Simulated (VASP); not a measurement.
# Si2W (P6_222) in VASP: a series of runs

The runs below take Si2W through single point, with LDA.

All numbers are computed with VASP 6.6.1; they aren't measurements. Logs are shortened: lines on timing, memory, paths and dates and some standing lists are left out, and cuts for length are marked.

**1. The cell of the first run**

The structure is hexagonal, space group P6_222 (No. 180). Conventional cell: a = 4.473 Å, b = 4.473 Å, c = 6.799 Å, α = 90.00°, β = 90.00°, γ = 120.00°. Within 3.4 Å of Si (site symmetry 2) lie 9 Si at 2.54 to 3.21 Å and 5 W at 2.57 to 2.61 Å. W (site symmetry 222) has 10 Si at 2.57 to 2.61 Å and 4 W at 3.18 Å within 3.4 Å.

**2. Single point, LDA**

INCAR reads:

```
SYSTEM = Si2W
PREC     = Accurate       ! precision mode
ENCUT    = 520            ! plane-wave cutoff, eV
EDIFF    = 1E-7           ! SCF threshold, eV
ISMEAR   = 0              ! smearing method
SIGMA    = 0.03           ! smearing width, eV
LREAL    = .False.        ! projectors in reciprocal space
LASPH    = .True.         ! aspherical terms in the spheres
NELM     = 80             ! most SCF steps
ALGO     = Normal         ! electronic algorithm
ISIF     = 2              ! what is computed and relaxed
LWAVE    = .False.        ! write WAVECAR
LCHARG   = .False.        ! write CHGCAR
NBANDS   = 43             ! bands
```

KPOINTS reads:

```
Automatic mesh
0
Gamma
  9 9 6
  0 0 0
```

POSCAR reads:

```
Si2W
1.0
    4.4733451149      0.0000000000      0.0000000000
   -2.2366725575      3.8740305094      0.0000000000
    0.0000000000      0.0000000000      6.7985899057
Si W
6 3
Direct
    0.8361210222      0.6722420443      0.5000000000
    0.1638789778      0.8361210222      0.8333333333
    0.6722420443      0.8361210222      0.1666666667
    0.1638789778      0.3277579557      0.5000000000
    0.8361210222      0.1638789778      0.8333333333
    0.3277579557      0.1638789778      0.1666666667
    0.0000000000      0.5000000000      0.1666666667
    0.5000000000      0.5000000000      0.8333333333
    0.5000000000      0.0000000000      0.5000000000
```

Potentials or basis: VASP PAW LDA potentials, release 64 (Si, W_sv).

Started as:

```sh
cat potpaw_LDA.64/Si/POTCAR potpaw_LDA.64/W_sv/POTCAR > POTCAR
mpirun -np 1 vasp_std > vasp.out
```

OUTCAR:

```text
SYSTEM = Si2W
   PREC = Accurate
   ENCUT = 520
   EDIFF = 1E-7
   ISMEAR = 0
   LREAL = .False.
   LASPH = .True.
   NELM = 80
   ISIF = 2

 ion  position               nearest neighbor table
   1  0.836  0.672  0.500-   4 2.54   9 2.57   9 2.57   2 2.60   3 2.60   9 2.60   4 2.60   4 2.60
                             7 2.61   8 2.61
   2  0.164  0.836  0.833-   5 2.54   8 2.57   8 2.57   1 2.60   6 2.60   8 2.60   5 2.60   5 2.60
                             9 2.61   7 2.61
   3  0.672  0.836  0.167-   6 2.54   7 2.57   7 2.57   1 2.60   5 2.60   7 2.60   6 2.60   6 2.60
                             9 2.61   8 2.61
   4  0.164  0.328  0.500-   1 2.54   9 2.57   9 2.57   5 2.60   6 2.60   9 2.60   1 2.60   1 2.60
                             7 2.61   8 2.61
   5  0.836  0.164  0.833-   2 2.54   8 2.57   8 2.57   4 2.60   3 2.60   8 2.60   2 2.60   2 2.60
                             9 2.61   7 2.61
   6  0.328  0.164  0.167-   3 2.54   7 2.57   7 2.57   4 2.60   2 2.60   7 2.60   3 2.60   3 2.60
                             9 2.61   8 2.61
   7  0.000  0.500  0.167-   6 2.57   3 2.57   6 2.57   3 2.57   3 2.60   6 2.60   4 2.61   1 2.61
                             5 2.61   2 2.61   9 3.18   9 3.18   8 3.18   8 3.18
   8  0.500  0.500  0.833-   2 2.57   5 2.57   2 2.57   5 2.57   2 2.60   5 2.60   4 2.61   1 2.61
                             3 2.61   6 2.61   9 3.18   9 3.18   7 3.18   7 3.18
   9  0.500  0.000  0.500-   4 2.57   1 2.57   4 2.57   1 2.57   4 2.60   1 2.60   3 2.61   6 2.61
                             5 2.61   2 2.61   7 3.18   7 3.18   8 3.18   8 3.18

  LATTYP: Found a hexagonal cell.
 ALAT       =     4.4733451149
 C/A-ratio  =     1.5198000000

  Lattice vectors:

 A1 = (   4.4733451149,   0.0000000000,   0.0000000000)
 A2 = (  -2.2366725575,   3.8740305094,   0.0000000000)
 A3 = (   0.0000000000,   0.0000000000,   6.7985899057)

Analysis of symmetry for initial positions (statically):
=====================================================================
 Subroutine PRICEL returns:
 Original cell was already a primitive cell.

 Routine SETGRP: Setting up the symmetry group for a
 hexagonal supercell.

 Subroutine GETGRP returns: Found 12 space group operations
 (whereof  4 operations were pure point group operations)
 out of a pool of 24 trial point group operations.

The static configuration has the point symmetry D_2 .
 The point group associated with its full space group is D_6 .

Analysis of symmetry for dynamics (positions and initial velocities):
=====================================================================
 Subroutine PRICEL returns:
 Original cell was already a primitive cell.

 Routine SETGRP: Setting up the symmetry group for a
 hexagonal supercell.

 Subroutine GETGRP returns: Found 12 space group operations
 (whereof  4 operations were pure point group operations)
 out of a pool of 24 trial point group operations.

The dynamic configuration has the point symmetry D_2 .
 The point group associated with its full space group is D_6 .

 Subroutine INISYM returns: Found 12 space group operations
 (whereof  4 operations are pure point group operations),
 and found     1 'primitive' translations

----------------------------------------------------------------------------------------

                                     Primitive cell

  volume of cell :     117.8187

  direct lattice vectors                    reciprocal lattice vectors
     4.473345115  0.000000000  0.000000000     0.223546356  0.129064549  0.000000000
    -2.236672557  3.874030509  0.000000000     0.000000000  0.258129098  0.000000000
     0.000000000  0.000000000  6.798589906     0.000000000  0.000000000  0.147089325

  length of vectors
     4.473345115  4.473345115  6.798589906     0.258129098  0.258129098  0.147089325

  position of ions in fractional coordinates (direct lattice)
     0.836121022  0.672242044  0.500000000
     0.163878978  0.836121022  0.833333333
     0.672242044  0.836121022  0.166666667
     0.163878978  0.327757956  0.500000000
     0.836121022  0.163878978  0.833333333
     0.327757956  0.163878978  0.166666667
     0.000000000  0.500000000  0.166666667
     0.500000000  0.500000000  0.833333333
     0.500000000  0.000000000  0.500000000

  ion indices of the primitive-cell ions
   primitive index   ion index
                 1           1
                 2           2
                 3           3
                 4           4
                 5           5
                 6           6
                 7           7
                 8           8
                 9           9

----------------------------------------------------------------------------------------

 KPOINTS: Automatic mesh

Automatic generation of k-mesh.
 Grid dimensions read from file:
 generate k-points for:    9    9    6

 Generating k-lattice:

  Cartesian coordinates                     Fractional coordinates (reciprocal lattice)
     0.024838484  0.014340505  0.000000000     0.111111111 -0.000000000  0.000000000
     0.000000000  0.028681011  0.000000000     0.000000000  0.111111111  0.000000000
     0.000000000  0.000000000  0.024514887     0.000000000  0.000000000  0.166666667

  Length of vectors
     0.028681011  0.028681011  0.024514887

  Shift w.r.t. Gamma in fractional coordinates (k-lattice)
     0.000000000  0.000000000  0.000000000

 Subroutine IBZKPT returns following result:
 ===========================================

 Found     48 irreducible k-points:

 Following reciprocal coordinates:
            Coordinates               Weight
  0.000000  0.000000  0.000000      1.000000
  0.111111  0.000000  0.000000      6.000000
  0.222222  0.000000  0.000000      6.000000
  0.333333  0.000000  0.000000      6.000000
  0.444444  0.000000  0.000000      6.000000
  0.111111  0.111111  0.000000      6.000000
[... 16 lines left out ...]
  0.333333  0.222222  0.166667     24.000000
  0.333333  0.333333  0.166667      4.000000
 [... further k-points ...]
   k-points           NKPTS =     48   k-points in BZ     NKDIM =     48   number of bands    NBANDS=     43
   number of dos      NEDOS =    301   number of ions     NIONS =      9
   total plane-waves  NPLWV =  69984
   dimension x,y,z NGX =    36 NGY =   36 NGZ =   54
   dimension x,y,z NGXF=    72 NGYF=   72 NGZF=  108
   ions per type =               6   3
   NGX,Y,Z   is equivalent  to a cutoff of  13.38, 13.38, 13.20 a.u.
   NGXF,Y,Z  is equivalent  to a cutoff of  26.76, 26.76, 26.41 a.u.
 SYSTEM =  Si2W
   PREC   = accura    normal or accurate (medium, high low for compatibility)
   ISTART =      0    job   : 0-new  1-cont  2-samecut
   ICHARG =      2    charge: 1-file 2-atom 10-const
   ISPIN  =      1    spin polarized calculation?
   LNONCOLLINEAR =      F non collinear calculations
   LSORBIT =      F    spin-orbit coupling
   LASPH  =      T    aspherical Exc in radial PAW
   ENCUT  =  520.0 eV  38.22 Ry    6.18 a.u.   8.32  8.32 12.64*2*pi/ulx,y,z
   NELM   =     80;   NELMIN=  2; NELMDL= -5     # of ELM steps
   EDIFF  = 0.1E-06   stopping-criterion for ELM
   LREAL  =      F    real-space projection
   EDIFFG = 0.1E-05   stopping-criterion for IOM
   NSW    =      0    number of steps for IOM
   IBRION =     -1    ionic relax: 0-MD 1-quasi-New 2-CG
   NFREE  =      0    steps in history (QN), initial steepest desc. (CG)
   ISIF   =      2    stress and relaxation
   ISYM   =      2    0-nonsym 1-usesym 2-fastsym
   POTIM  = 0.5000    time-step for ionic-motion
   TEBEG  =    0.0;   TEEND  =   0.0 temperature during run
   PSTRESS=    0.0 pullay stress
   NELECT =      66.0000    total number of electrons
   NUPDOWN=      -1.0000    fix difference up-down
   EMIN   =  10.00;   EMAX   =-10.00  energy-range for DOS
   EFERMI =   0.00;   METHOD = LEGACY
   ISMEAR =     0;   SIGMA  =   0.03  broadening in eV -4-tet -1-fermi 0-gaus
   EFERMI_NEDOS =   21; number of points for ismear=-14 and -15
   IALGO  =     38    algorithm
   IMIX   =      4    mixing-type and parameters
     AMIX     =   0.40;   BMIX     =  1.00
     AMIX_MAG =   1.60;   BMIX_MAG =  1.00
  volume/ion in A,a.u.               =      13.09        88.34
  Fermi-wavevector in a.u.,A,eV,Ry     =   1.349537  2.550255 24.779603  1.821249
  Thomas-Fermi vector in A             =   2.477115
   LORBIT       =      0    0 simple, 1 ext, 2 COOP (PROOUT), +10 PAW based schemes
   GGA     = CA    functional components
   LHFCALC =     F    Hartree Fock is set to
   AEXX    =    0.0000 exact exchange contribution
   IVDW    =     0    specifies the selected vdW correction
   LEPSILON=     F    determine dielectric tensor
   LRPA    =     F    only Hartree local field effects (RPA)
 non-spin polarized calculation
 Gauss-broadening in eV      SIGMA  =   0.03
  energy-cutoff  :      520.00
  volume of cell :      117.82
 maximum number of plane-waves:      3204
 NGX is ok and might be reduce to    36

 number of electron      65.9999995 magnetization

 Free energy of the ion-electron system (eV)
  ---------------------------------------------------
  ext. energy  EPLUGINS =         0.00000000
  ---------------------------------------------------
  free energy    TOTEN  =       -81.29436080 eV

  energy without entropy =      -81.29436080  energy(sigma->0) =      -81.29436080

 E-fermi :  12.7352     XC(G=0): -12.7840

 val. band max:       12.5493117940   @ k =   0.4444   0.0000   0.5000
 cond. band min:      12.8608325725   @ k =   0.4444   0.0000   0.0000
 fundamental gap:      0.3115207785
 Fermi energy:        12.7352493828

 k-point     1 :       0.0000    0.0000    0.0000
  band No.  band energies     occupation
      1     -60.9351      2.00000
      2     -60.9216      2.00000
      3     -60.9216      2.00000
      4     -25.6105      2.00000
      5     -25.6105      2.00000
      6     -25.6045      2.00000
[... 35 lines left out ...]
     42      16.0805      0.00000
     43      16.1259      0.00000
[... 1017 lines left out ...]
      3     -60.9218      2.00000
      4     -25.6589      2.00000
      5     -25.6272      2.00000
      6     -25.6012      2.00000
[... 35 lines left out ...]
     42      15.9226      0.00000
     43      16.6959      0.00000

 [... further k-points ...]

------------------------ aborting loop because EDIFF is reached ----------------------------------------

  FORCE on cell =-STRESS in cart. coord.  units (eV):
  Direction    XX          YY          ZZ          XY          YZ          ZX
  --------------------------------------------------------------------------------------
  -------------------------------------------------------------------------------------
  Total        4.2567238      4.2567238     -6.2028076     -0.0000000      0.0000000      0.0000000
  in kB       57.8857639     57.8857639    -84.3499066     -0.0000000      0.0000000      0.0000000
  external PRESSURE =      10.4738738 kB  Pullay stress =       0.0000000 kB

 VOLUME and BASIS-vectors are now :
 -----------------------------------------------------------------------------
  energy-cutoff  :      520.00
  volume of cell :      117.82
      direct lattice vectors                 reciprocal lattice vectors
     4.473345115  0.000000000  0.000000000     0.223546356  0.129064549  0.000000000
    -2.236672557  3.874030509  0.000000000     0.000000000  0.258129098  0.000000000
     0.000000000  0.000000000  6.798589906     0.000000000  0.000000000  0.147089325

 POSITION                                       TOTAL-FORCE (eV/Angst)
 -----------------------------------------------------------------------------------
      2.23667      2.60429      3.39929         0.000000     -0.061174     -0.000000
     -1.13704      3.23916      5.66549         0.052979     -0.030587     -0.000000
      1.13704      3.23916      1.13310        -0.052979     -0.030587     -0.000000
     -0.00000      1.26974      3.39929        -0.000000      0.061174     -0.000000
      3.37371      0.63487      5.66549        -0.052979      0.030587      0.000000
      1.09963      0.63487      1.13310         0.052979      0.030587     -0.000000
     -1.11834      1.93702      1.13310         0.000000     -0.000000      0.000000
      1.11834      1.93702      5.66549         0.000000     -0.000000     -0.000000
      2.23667      0.00000      3.39929         0.000000      0.000000     -0.000000
 -----------------------------------------------------------------------------------
    total drift:                               -0.000000      0.000000      0.000000

  FREE ENERGIE OF THE ION-ELECTRON SYSTEM (eV)
  ---------------------------------------------------
  free  energy   TOTEN  =       -81.2943607981 eV

  energy  without entropy=      -81.2943607981  energy(sigma->0) =      -81.29436080
```

Run time: 91 s. Hardware: 1 thread of Intel Xeon 6975P-C (Granite Rapids), shared host; peak memory 0.32 GiB.

Results:

* Free energy: -81.2944 eV
* Pressure: 1.0 GPa
* Largest force: 0.061 eV/Å
* Band gap on the k mesh: 0.31 eV (least direct gap 0.86 eV)

Forces in eV/Å, atoms in the order of the input:
```
Si   0.000 -0.061  0.000
Si   0.053 -0.031  0.000
Si  -0.053 -0.031  0.000
Si   0.000  0.061  0.000
Si  -0.053  0.031  0.000
Si   0.053  0.031  0.000
W    0.000  0.000  0.000
W    0.000  0.000  0.000
W    0.000  0.000  0.000
```

Stress tensor (GPa, compression positive):
```
 5.79  0.00  0.00
 0.00  5.79  0.00
 0.00  0.00 -8.43
```

Levels at points of the mesh, in eV from the valence-band top:
```csv
k point,band 29,band 30,band 31,band 32,band 33,band 34,band 35,band 36,band 37,band 38
"(0.00, 0.00, 0.00)",-2.79,-2.79,-2.35,-1.98,-0.84,2.57,2.57,2.60,2.70,3.12
"(0.00, 0.00, 0.50)",-2.06,-2.06,-1.87,-0.93,-0.93,1.91,2.41,2.41,2.63,2.76
```

Caveat: spin-orbit coupling is left out, which moves the levels of the heavy elements; an odd mesh through Γ misses points on the zone boundary, where band edges can lie.

**3. Single point, LDA**

This run uses another cell than the first one, of the same volume but with other edges.

INCAR reads:

```
  ALGO = Normal
  EDIFF = 1E-6
  ENCUT = 520
  ISIF = 2
  ISMEAR = 0
  LASPH = True
  LCHARG = False
  LREAL = False
  LWAVE = False
  NBANDS = 43
  NELM = 60
  PREC = Accurate
  SIGMA = 0.03
```

KPOINTS reads:

```
k-points
0
Gamma
  9 9 6
```

POSCAR: that of step 2 with these lines changed.

```diff
@@ -2,5 +2,5 @@
 1.0
-    4.4733451149      0.0000000000      0.0000000000
-   -2.2366725575      3.8740305094      0.0000000000
-    0.0000000000      0.0000000000      6.7985899057
+    4.5515367784      0.0000000000      0.0000000000
+   -2.2757683892      3.9417464763      0.0000000000
+    0.0000000000      0.0000000000      6.5670079528
 Si W
```

Potentials or basis: VASP PAW LDA potentials, release 64 (Si, W_sv).

Started as:

```sh
cat potpaw_LDA.64/Si/POTCAR potpaw_LDA.64/W_sv/POTCAR > POTCAR
mpirun -np 1 vasp_std > vasp.out
```

OUTCAR:

```text
EDIFF = 1E-6
   ENCUT = 520
   ISIF = 2
   ISMEAR = 0
   LASPH = True
   LREAL = False
   NELM = 60
   PREC = Accurate

 ion  position               nearest neighbor table
   1  0.836  0.672  0.500-   2 2.54   3 2.54   7 2.56   8 2.56   4 2.58   9 2.62   9 2.62   9 2.65
                             4 2.65   4 2.65   6 3.13   5 3.13
   2  0.164  0.836  0.833-   1 2.54   6 2.54   9 2.56   7 2.56   5 2.58   8 2.62   8 2.62   8 2.65
                             5 2.65   5 2.65   4 3.13   3 3.13
   3  0.672  0.836  0.167-   1 2.54   5 2.54   9 2.56   8 2.56   6 2.58   7 2.62   7 2.62   7 2.65
                             6 2.65   6 2.65   4 3.13   2 3.13
   4  0.164  0.328  0.500-   5 2.54   6 2.54   7 2.56   8 2.56   1 2.58   9 2.62   9 2.62   9 2.65
[... 1334 lines left out ...]
  external PRESSURE =       7.2184312 kB  Pullay stress =       0.0000000 kB

 VOLUME and BASIS-vectors are now :
 -----------------------------------------------------------------------------
  energy-cutoff  :      520.00
  volume of cell :      117.82
      direct lattice vectors                 reciprocal lattice vectors
     4.551536778  0.000000000  0.000000000     0.219706013  0.126847326  0.000000000
    -2.275768389  3.941746476  0.000000000     0.000000000  0.253694652  0.000000000
     0.000000000  0.000000000  6.567007953     0.000000000  0.000000000  0.152276350

 POSITION                                       TOTAL-FORCE (eV/Angst)
 -----------------------------------------------------------------------------------
      2.27577      2.64981      3.28350         0.000000      0.007878     -0.000000
     -1.15692      3.29578      5.47251        -0.006823      0.003939     -0.000000
      1.15692      3.29578      1.09450         0.006823      0.003939      0.000000
     -0.00000      1.29194      3.28350         0.000000     -0.007878     -0.000000
      3.43268      0.64597      5.47251         0.006823     -0.003939      0.000000
      1.11885      0.64597      1.09450        -0.006823     -0.003939      0.000000
     -1.13788      1.97087      1.09450         0.000000     -0.000000      0.000000
      1.13788      1.97087      5.47251         0.000000     -0.000000     -0.000000
      2.27577      0.00000      3.28350         0.000000     -0.000000     -0.000000
 -----------------------------------------------------------------------------------
    total drift:                               -0.000000     -0.000000     -0.000000

  FREE ENERGIE OF THE ION-ELECTRON SYSTEM (eV)
  ---------------------------------------------------
  free  energy   TOTEN  =       -81.4774042953 eV

  energy  without entropy=      -81.4773943201  energy(sigma->0) =      -81.47739931
```

Wall time 88 s (1 thread of Intel Xeon 6975P-C (Granite Rapids), shared host); peak memory 0.32 GiB.

Results:

```yaml
Free_energy: -81.4774 eV
Pressure: 0.7 GPa
Largest_force: 0.008 eV/Å
Band_gap_on_the_k_mesh: 0.12 eV (least direct gap 0.68 eV)
```

Forces on the atoms (eV/Å):
```
Si   0.000  0.008  0.000
Si  -0.007  0.004  0.000
Si   0.007  0.004  0.000
Si   0.000 -0.008  0.000
Si   0.007 -0.004  0.000
Si  -0.007 -0.004  0.000
W    0.000  0.000  0.000
W    0.000  0.000  0.000
W    0.000  0.000  0.000
```

Caveat: spin-orbit coupling is left out, which moves the levels of the heavy elements; an odd mesh through Γ misses points on the zone boundary, where band edges can lie.

[end of part 1 of 2]
